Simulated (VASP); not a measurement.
Here is a VASP 6.6.1 calculation.

The input INCAR:

```
PREC = Accurate ; ENCUT = 520
EDIFF = 1E-6 ; ISMEAR = 0
SIGMA = 0.01 ; LREAL = Auto
LASPH = T ; NELM = 150
ALGO = Normal ; ISIF = 2
LWAVE = F ; LCHARG = T
ISPIN = 2 ; MAGMOM = 0 0 0 0 0 0 0 0 0 0 0 0 0 0 0 0 0.05 0 0.05 0.45 0.06 0.02 0.04 0 0.04 0.02 0.06 0 0 0.01 0 0
LORBIT = 11 ; NUPDOWN = 1.0
GGA = PE ; LELF = T
LVHAR = T ; NBANDS = 90
```

The input KPOINTS:

```
Automatic mesh
0
Gamma
  1 1 1
  0.25 0.25 0.25
```

POSCAR

```
BeAl15N16
1.0
    6.2595139128      0.0000000578      0.0000000000
   -3.1297570064      5.4208980350      0.0000000000
    0.0000000000      0.0000000000     10.0348065929
Al Be N
15 1 16
Direct
    0.3329048674      0.1676224452      0.2530851946
    0.3362478553      0.1644884242      0.7478994830
    0.1670140539      0.3346915430      0.9998183588
    0.3333085499      0.6649111704      0.2530493511
    0.1653622906      0.8331140708      0.4994169064
    0.3366377059      0.6724790489      0.7483985704
    0.1665634129      0.8337009027      1.0009124180
    0.8355953473      0.1675850210      0.2535308714
    0.6680471535      0.3355273362      0.4992923484
    0.8285760823      0.1647397158      0.7476136820
    0.6667683190      0.3348393279      1.0009371113
    0.8339652021      0.6673488689      0.2514832207
    0.6667690105      0.8343137174      0.4995893048
    0.8336768857      0.6674075563      0.7503984221
    0.6672502663      0.8343585839      1.0009552209
    0.1671831838      0.3321564743      0.4713673118
    0.3272198419      0.1745285096      0.4437489091
    0.1685112457      0.3323048326      0.1895389362
    0.3320725747      0.1684804909      0.9397841919
    0.1684229216      0.3330762756      0.7031793245
    0.3250117040      0.6566924434      0.4436332907
    0.1695382123      0.8331032718      0.1912766828
    0.3329900889      0.6695893561      0.9398586080
    0.1674880969      0.8323825116      0.6900127378
    0.8439419345      0.1750944731      0.4435051744
    0.6681758933      0.3317128260      0.1914471242
    0.8323641370      0.1693316764      0.9396293704
    0.6683812422      0.3336914942      0.6900144781
    0.8320616987      0.6691062529      0.4401427515
    0.6682686098      0.8328881887      0.1908692942
    0.8325086757      0.6687561011      0.9408452555
    0.6685734277      0.8324862219      0.6906760059
```

Potentials or basis: VASP PAW PBE potentials, release 64 (Al, Be, N).

Launch:

```sh
$ cat potpaw_PBE.64/Al/POTCAR potpaw_PBE.64/Be/POTCAR potpaw_PBE.64/N/POTCAR > POTCAR
$ mpirun -np 1 vasp_std > vasp.out
```

Task: Estimate the pressure.

Result: -2.3 GPa.

Task: What does it give for the largest force?

Result: 0.329 eV/Å.

Forces in eV/Å, atoms in the order of the input:
```
Al   0.131 -0.036  0.028
Al   0.160 -0.086 -0.021
Al  -0.132  0.040  0.015
Al   0.076 -0.062  0.042
Al  -0.116  0.101  0.005
Al   0.078 -0.056 -0.053
Al  -0.158  0.095  0.026
Al   0.121 -0.031 -0.063
Al  -0.161  0.083  0.021
Al   0.113 -0.039  0.051
Al  -0.079  0.056  0.021
Al   0.143 -0.091  0.006
Al  -0.126  0.010  0.005
Al   0.155 -0.083 -0.002
Al  -0.088  0.105 -0.028
Be  -0.152  0.150  0.026
N    0.123 -0.131  0.013
N   -0.190  0.100 -0.014
N    0.193 -0.087 -0.029
N   -0.170  0.082  0.003
N    0.323 -0.056 -0.025
N   -0.175  0.062 -0.032
N    0.175 -0.131 -0.005
N   -0.178  0.100  0.060
N    0.182 -0.205  0.025
N   -0.182  0.105 -0.047
N    0.167 -0.132 -0.012
N   -0.164  0.099  0.023
N    0.153 -0.093  0.003
N   -0.194  0.110  0.041
N    0.160 -0.094 -0.008
N   -0.189  0.114 -0.078
```

Caveat: the k points lie up to 0.58 Å⁻¹ apart; the total moment is fixed, so each spin has its own Fermi level and the state may be an excited one.
